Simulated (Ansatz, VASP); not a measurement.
## P: VASP beside Ansatz

```
P
1.0
    -2.31101    2.31101    1.34469
     2.31101   -2.31101    1.34469
     2.31101    2.31101   -1.34469
P
2
Direct
  0.00000 0.00000 0.00000
  0.75000 0.25000 0.50000
```

Alike in both runs: functional PBEsol; k mesh 6 × 6 × 6; occupations gaussian, width 0.1 eV; no spin polarisation.

Ansatz relaxed the structure, and its values are those at the end. VASP's run is a single point on that final structure, the one shown.

```csv
,VASP,Ansatz
version,VASP 6.6.1,Ansatz 0.2.0
potentials or method,"VASP PAW PBE potentials, release 64 (P), cutoff 500 eV","scalar-relativistic, plane waves, PAW"
valence electrons in the cell,10,10
```

|  | VASP | Ansatz | Ansatz less VASP |
| --- | --- | --- | --- |
| gap on the k mesh at the Fermi level (eV) | none | none | - |
| pressure (GPa) | 0.0 | -0.1 | -0.14 |

VASP's potentials were made for PBE, not for PBEsol. A gap of «none» marks a metal or a gap that the smearing closes.

The k mesh is coarse, so the values compare programs but aren't converged.
